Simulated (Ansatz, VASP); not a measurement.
## One calculation of BN, two programs

INCAR

```
PREC = Accurate
ENCUT = 520
EDIFF = 1E-6
ISMEAR = 0
SIGMA = 0.05
LREAL = False
LASPH = True
NELM = 80
ALGO = Normal
ISIF = 2
LWAVE = False
LCHARG = False
GGA = PE
NBANDS = 16
```

KPOINTS

```
regular mesh
0
Gamma
  6 6 6
```

Contents of POSCAR:

```
BN
1.0
    0.0000000000     -1.8123937734     -1.8123937734
   -1.8123937734      0.0000000000     -1.8123937734
    1.8123937734      1.8123937734     -3.6247875468
B N
2 2
Direct
   -0.0031987340      0.0142621553      0.0000000000
    0.5031987340      0.4857378447      0.5000000000
    0.3717265265      0.3895953952      0.8750000000
    0.8782734735      0.8604046048      0.3750000000
```

Input for Ansatz:

```yaml
crystal:
  lattice:
    - [0.0, -1.8123937734, -1.8123937734]
    - [-1.8123937734, 0.0, -1.8123937734]
    - [1.8123937734, 1.8123937734, -3.6247875468]
  atoms:
    - { symbol: B, position: [-0.003198734, 0.0142621553, 0.0] }
    - { symbol: B, position: [0.503198734, 0.4857378447, 0.5] }
    - { symbol: "N", position: [0.3717265265, 0.3895953952, 0.875] }
    - { symbol: "N", position: [0.8782734735, 0.8604046048, 0.375] }
basis:
  ecutwfc: 520.0
kpoints:
  mp_grid: { grid: [6, 6, 6] }
hamiltonian:
  xc: pbe
scf:
  occupations: { method: gaussian, width: 0.05 }
output:
  forces: true
  stress: true
  eigenvalues: true
```

Change from the starting cell: mode 4 frozen in at -0.034 Å and mode 5 at +0.000 Å (largest displacements).

Alike in both runs: task single point; functional PBE; k mesh 6 × 6 × 6; occupations gaussian, width 0.05 eV; no spin polarisation.

```csv
,VASP,Ansatz
version,VASP 6.6.1,Ansatz 0.2.0
potentials or method,"VASP PAW PBE potentials, release 64 (B, N), cutoff 520 eV","scalar-relativistic, plane waves, PAW"
valence electrons in the cell,16,16
```

Ansatz gave:

| Item | Value |
| --- | --- |
| gap on the k mesh at the Fermi level (eV) | 4.44 |
| least direct gap on the mesh (eV) | 6.37 |
| pressure (GPa) | 0.0 |
| traceless stress, the component that is largest in VASP (GPa) | 0.24 |
| rms of the force components (eV/Å) | 0.209 |

Problem. What did VASP give for the same quantities?

Solution. gap on the k mesh at the Fermi level (eV): 4.43; least direct gap on the mesh (eV): 6.36; pressure (GPa): 0.2; traceless stress, the component that is largest in VASP (GPa): 0.24; rms of the force components (eV/Å): 0.208.

Atom by atom the forces differ by 0.000 eV/Å (rms over components).

The k mesh is coarse, so the values compare programs but aren't converged.
